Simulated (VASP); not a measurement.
# BeF (R-3m) in VASP: density of states with PBE+D3(BJ)

Aim: the density of states of BeF with PBE+D3(BJ).

Program: VASP 6.6.1. These are calculated values, not measurements. Logs are shortened: lines on timing, memory, paths and dates and some standing lists are left out, and cuts for length are marked.

### Step 1. The cell of the first run

The structure is trigonal, space group R-3m (No. 166). Conventional cell: a = 2.516 Å, b = 2.516 Å, c = 19.524 Å, α = 90.00°, β = 90.00°, γ = 120.00°. Within 2.3 Å of Be (site symmetry 3m) lie 3 F at 1.72 Å. F (site symmetry 3m) has 3 Be at 1.72 Å within 2.3 Å.

### Step 2. Density of states, PBE+D3(BJ)

The input, POSCAR:

```
BeF
1.0
    1.2577613978      0.7261688816      6.5081169053
   -1.2577613978      0.7261688816      6.5081169053
    0.0000000000     -1.4523377631      6.5081169053
Be F
2 2
Direct
    0.3825316404      0.3825316404      0.3825316404
    0.6174683596      0.6174683596      0.6174683596
    0.7631875757      0.7631875757      0.7631875757
    0.2368124243      0.2368124243      0.2368124243
```

The input, INCAR.step1:

```
PREC = Accurate ; ENCUT = 520
EDIFF = 1E-7 ; ISMEAR = 0
SIGMA = 0.1 ; LREAL = False
LASPH = True ; NELM = 100
ALGO = Normal ; ISIF = 2
LWAVE = False ; LCHARG = True
GGA = PE ; IVDW = 12
NBANDS = 17
```

The input, KPOINTS.step1:

```
Automatic mesh
0
Gamma
  24 24 24
```

The input, INCAR.step2:

```
PREC = Accurate ; ENCUT = 520
EDIFF = 1E-7 ; ISMEAR = -5
SIGMA = 0.1 ; LREAL = False
LASPH = True ; NELM = 100
ALGO = Normal ; ISIF = 2
LWAVE = False ; LCHARG = False
GGA = PE ; IVDW = 12
LORBIT = 11 ; NBANDS = 17
NEDOS = 1001 ; ICHARG = 11
```

The input, KPOINTS.step2:

```
Automatic mesh
0
Gamma
  36 36 36
```

Potentials or basis: VASP PAW PBE potentials, release 64 (Be, F).

Command:

```console
cat potpaw_PBE.64/Be/POTCAR potpaw_PBE.64/F/POTCAR > POTCAR
cp INCAR.step1 INCAR
cp KPOINTS.step1 KPOINTS
mpirun -np 1 vasp_std > vasp.out
cp INCAR.step2 INCAR
cp KPOINTS.step2 KPOINTS
mpirun -np 1 vasp_std > vasp.out
```

OUTCAR:

```text
PREC = Accurate
   ENCUT = 520
   EDIFF = 1E-7
   ISMEAR = -5
   LREAL = False
   LASPH = True
   NELM = 100
   ISIF = 2
   GGA = PE
   IVDW = 12
   LORBIT = 11
   ICHARG = 11
 IVDW          = 12

 ion  position               nearest neighbor table
   1  0.383  0.383  0.383-   3 1.72   3 1.72   3 1.72
   2  0.617  0.617  0.617-   4 1.72   4 1.72   4 1.72
   3  0.763  0.763  0.763-   1 1.72   1 1.72   1 1.72
   4  0.237  0.237  0.237-   2 1.72   2 1.72   2 1.72

  LATTYP: Found a trigonal (rhomboedric) cell.
 ALAT       =     6.6681984547
 COS(alpha) =     0.9288443344

  Lattice vectors:

 A1 = (   1.2577613978,   0.7261688816,   6.5081169053)
 A2 = (  -1.2577613978,   0.7261688816,   6.5081169053)
 A3 = (   0.0000000000,  -1.4523377631,   6.5081169053)

Analysis of symmetry for initial positions (statically):
=====================================================================
 Subroutine PRICEL returns:
 Original cell was already a primitive cell.

 Routine SETGRP: Setting up the symmetry group for a
 trigonal (rhombohedral) supercell.

 Subroutine GETGRP returns: Found 12 space group operations
 (whereof 12 operations were pure point group operations)
 out of a pool of 12 trial point group operations.

The static configuration has the point symmetry D_3d.

Analysis of symmetry for dynamics (positions and initial velocities):
=====================================================================
 Subroutine PRICEL returns:
 Original cell was already a primitive cell.

 Routine SETGRP: Setting up the symmetry group for a
 trigonal (rhombohedral) supercell.

 Subroutine GETGRP returns: Found 12 space group operations
 (whereof 12 operations were pure point group operations)
 out of a pool of 12 trial point group operations.

The dynamic configuration has the point symmetry D_3d.

 Subroutine INISYM returns: Found 12 space group operations
 (whereof 12 operations are pure point group operations),
 and found     1 'primitive' translations

----------------------------------------------------------------------------------------

                                     Primitive cell

  volume of cell :      35.6650

  direct lattice vectors                    reciprocal lattice vectors
     1.257761398  0.726168882  6.508116905     0.397531679  0.229515022  0.051218092
    -1.257761398  0.726168882  6.508116905    -0.397531679  0.229515022  0.051218092
     0.000000000 -1.452337763  6.508116905     0.000000000 -0.459030044  0.051218092

  length of vectors
     6.668198455  6.668198455  6.668198455     0.461878635  0.461878635  0.461878635

  position of ions in fractional coordinates (direct lattice)
     0.382531640  0.382531640  0.382531640
     0.617468360  0.617468360  0.617468360
     0.763187576  0.763187576  0.763187576
     0.236812424  0.236812424  0.236812424

  ion indices of the primitive-cell ions
   primitive index   ion index
                 1           1
                 2           2
                 3           3
                 4           4

----------------------------------------------------------------------------------------

 KPOINTS: Automatic mesh

Automatic generation of k-mesh.
 Grid dimensions read from file:
 generate k-points for:   36   36   36

 Generating k-lattice:

  Cartesian coordinates                     Fractional coordinates (reciprocal lattice)
     0.011042547  0.006375417  0.001422725     0.027777778  0.000000000  0.000000000
    -0.011042547  0.006375417  0.001422725     0.000000000  0.027777778  0.000000000
     0.000000000 -0.012750835  0.001422725     0.000000000  0.000000000  0.027777778

  Length of vectors
     0.012829962  0.012829962  0.012829962

  Shift w.r.t. Gamma in fractional coordinates (k-lattice)
     0.000000000  0.000000000  0.000000000

 TETIRR: Found  23328 inequivalent tetrahedra from   279936

 Subroutine IBZKPT returns following result:
 ===========================================

 Found   4237 irreducible k-points:

 Following reciprocal coordinates:
            Coordinates               Weight
  0.000000  0.000000  0.000000      1.000000
  0.027778 -0.000000  0.000000      6.000000
  0.055556 -0.000000  0.000000      6.000000
  0.083333 -0.000000  0.000000      6.000000
  0.111111 -0.000000  0.000000      6.000000
  0.138889 -0.000000  0.000000      6.000000
[... 16 lines left out ...]
  0.111111  0.027778 -0.000000     12.000000
  0.138889  0.027778  0.000000     12.000000
 [... further k-points ...]
   k-points           NKPTS =   4237   k-points in BZ     NKDIM =   4237   number of bands    NBANDS=     17
   number of dos      NEDOS =   1001   number of ions     NIONS =      4
   total plane-waves  NPLWV = 125000
   dimension x,y,z NGX =    50 NGY =   50 NGZ =   50
   dimension x,y,z NGXF=   100 NGYF=  100 NGZF=  100
   ions per type =               2   2
   NGX,Y,Z   is equivalent  to a cutoff of  12.47, 12.47, 12.47 a.u.
   NGXF,Y,Z  is equivalent  to a cutoff of  24.93, 24.93, 24.93 a.u.
 SYSTEM =  unknown system
   PREC   = accura    normal or accurate (medium, high low for compatibility)
   ISTART =      0    job   : 0-new  1-cont  2-samecut
   ICHARG =     11    charge: 1-file 2-atom 10-const
   ISPIN  =      1    spin polarized calculation?
   LNONCOLLINEAR =      F non collinear calculations
   LSORBIT =      F    spin-orbit coupling
   LASPH  =      T    aspherical Exc in radial PAW
   ENCUT  =  520.0 eV  38.22 Ry    6.18 a.u.  12.40 12.40 12.40*2*pi/ulx,y,z
   NELM   =    100;   NELMIN=  2; NELMDL=  0     # of ELM steps
   EDIFF  = 0.1E-06   stopping-criterion for ELM
   LREAL  =      F    real-space projection
   EDIFFG = 0.1E-05   stopping-criterion for IOM
   NSW    =      0    number of steps for IOM
   IBRION =     -1    ionic relax: 0-MD 1-quasi-New 2-CG
   NFREE  =      0    steps in history (QN), initial steepest desc. (CG)
   ISIF   =      2    stress and relaxation
   ISYM   =      2    0-nonsym 1-usesym 2-fastsym
   POTIM  = 0.5000    time-step for ionic-motion
   TEBEG  =    0.0;   TEEND  =   0.0 temperature during run
   PSTRESS=    0.0 pullay stress
   NELECT =      18.0000    total number of electrons
   NUPDOWN=      -1.0000    fix difference up-down
   EMIN   =  10.00;   EMAX   =-10.00  energy-range for DOS
   EFERMI =   0.00;   METHOD = LEGACY
   ISMEAR =    -5;   SIGMA  =   0.10  broadening in eV -4-tet -1-fermi 0-gaus
   EFERMI_NEDOS =   21; number of points for ismear=-14 and -15
   IALGO  =     38    algorithm
   IMIX   =      4    mixing-type and parameters
     AMIX     =   0.40;   BMIX     =  1.00
     AMIX_MAG =   1.60;   BMIX_MAG =  1.00
  volume/ion in A,a.u.               =       8.92        60.17
  Fermi-wavevector in a.u.,A,eV,Ry     =   1.303421  2.463109 23.115036  1.698907
  Thomas-Fermi vector in A             =   2.434425
   LORBIT       =     11    0 simple, 1 ext, 2 COOP (PROOUT), +10 PAW based schemes
   GGA     = PE    functional components
   LHFCALC =     F    Hartree Fock is set to
   AEXX    =    0.0000 exact exchange contribution
   IVDW    =    12    specifies the selected vdW correction
   LEPSILON=     F    determine dielectric tensor
   LRPA    =     F    only Hartree local field effects (RPA)
 non-spin polarized calculation
 Fermi weights with tetrahedron method with Bloechl corrections
  energy-cutoff  :      520.00
  volume of cell :       35.67
 maximum number of plane-waves:       978
 NGX is ok and might be reduce to    50

 number of electron      18.0000001 magnetization

 Free energy of the ion-electron system (eV)
  ---------------------------------------------------
  ext. energy  EPLUGINS =         0.00000000
  ---------------------------------------------------
  free energy    TOTEN  =       -18.43212150 eV

  energy without entropy =      -18.43212150  energy(sigma->0) =      -18.43212150

 E-fermi :   5.5437     XC(G=0): -10.0142

 val. band max:        5.5053803160   @ k =  -0.4722   0.0556   0.0278
 cond. band min:       5.5387762256   @ k =  -0.4167   0.5000   0.0278
 fundamental gap:      0.0333959096
 Fermi energy:         5.5436598886

 k-point     1 :       0.0000    0.0000    0.0000
  band No.  band energies     occupation
      1     -22.5176      2.00000
      2     -22.4107      2.00000
      3      -5.3862      2.00000
      4      -3.2999      2.00000
      5      -1.4531      2.00000
      6      -1.4531      2.00000
[... 9 lines left out ...]
     16      17.9898      0.00000
     17      17.9898      0.00000

 k-point     2 :       0.0278   -0.0000    0.0000
  band No.  band energies     occupation
      1     -22.5104      2.00000
      2     -22.4038      2.00000
      3      -5.3738      2.00000
      4      -3.2966      2.00000
      5      -1.4908      2.00000
      6      -1.4679      2.00000
[... 9 lines left out ...]
     16      17.9751      0.00000
     17      18.0202      0.00000

 k-point     3 :       0.0556   -0.0000    0.0000
  band No.  band energies     occupation
      1     -22.4890      2.00000
      2     -22.3833      2.00000
      3      -5.3368      2.00000
      4      -3.2868      2.00000
      5      -1.6013      2.00000
      6      -1.5933      2.00000
[... 392 lines left out ...]
 k-point    23 :       0.1111    0.0278   -0.0000
  band No.  band energies     occupation
      1     -22.4259      2.00000
      2     -22.3234      2.00000
      3      -5.2252      2.00000
      4      -3.2656      2.00000
      5      -1.9330      2.00000
      6      -1.9095      2.00000
[... 9 lines left out ...]
     16      17.8438      0.00000
     17      18.1969      0.00000

 k-point    24 :       0.1389    0.0278    0.0000
  band No.  band energies     occupation
      1     -22.3714      2.00000
      2     -22.2719      2.00000
      3      -5.1304      2.00000
      4      -3.2452      2.00000
      5      -2.2036      2.00000
      6      -2.1606      2.00000
[... 9 lines left out ...]
     16      17.7581      0.00000
     17      18.2511      0.00000

 [... further k-points ...]

------------------------ aborting loop because EDIFF is reached ----------------------------------------

 Edisp (eV)   -0.58656

 E8    (eV) :    -0.1820

  FORCE on cell =-STRESS in cart. coord.  units (eV):
  Direction    XX          YY          ZZ          XY          YZ          ZX
  --------------------------------------------------------------------------------------
  -------------------------------------------------------------------------------------
  Total       0.06399     0.06399    -0.03259     0.00000    -0.00000     0.00000
  in kB       2.87450     2.87450    -1.46385     0.00000    -0.00000     0.00000
  external pressure =        1.43 kB  Pullay stress =        0.00 kB

 VOLUME and BASIS-vectors are now :
 -----------------------------------------------------------------------------
  energy-cutoff  :      520.00
  volume of cell :       35.67
      direct lattice vectors                 reciprocal lattice vectors
     1.257761398  0.726168882  6.508116905     0.397531679  0.229515022  0.051218092
    -1.257761398  0.726168882  6.508116905    -0.397531679  0.229515022  0.051218092
     0.000000000 -1.452337763  6.508116905     0.000000000 -0.459030044  0.051218092

 POSITION                                       TOTAL-FORCE (eV/Angst)
 -----------------------------------------------------------------------------------
      0.00000      0.00000      7.46868         0.000000     -0.000000     -0.022859
      0.00000      0.00000     12.05567         0.000000      0.000000      0.022859
      0.00000      0.00000     14.90074         0.000000      0.000000      0.018305
      0.00000      0.00000      4.62361         0.000000     -0.000000     -0.018305
 -----------------------------------------------------------------------------------
    total drift:                               -0.000000     -0.000000      0.000000

  FREE ENERGIE OF THE ION-ELECTRON SYSTEM (eV)
  ---------------------------------------------------
  free  energy   TOTEN  =       -19.0186792679 eV

  energy  without entropy=      -19.0186792679  energy(sigma->0) =      -19.01867927

 total charge

# of ion       s       p       d       tot
------------------------------------------
    1        0.364   0.596   0.000   0.960
    2        0.364   0.596   0.000   0.960
    3        1.744   4.408   0.000   6.151
    4        1.744   4.408   0.000   6.151
--------------------------------------------------
tot          4.215  10.007   0.000  14.222
```

Run time: 62 min. Hardware: 1 thread of Intel Xeon 6975P-C (Granite Rapids), shared host; peak memory 2.1 GiB.

Results:

```yaml
Valence_electrons_inside_the_program's_atomic_spheres: Be 0.96; F 6.15
Dispersion_energy_per_atom: -0.147 eV
```

Caveat: pairwise dispersion overbinds metals, which lowers pressure and volume; tetrahedron occupations give inexact forces and stress in metals.
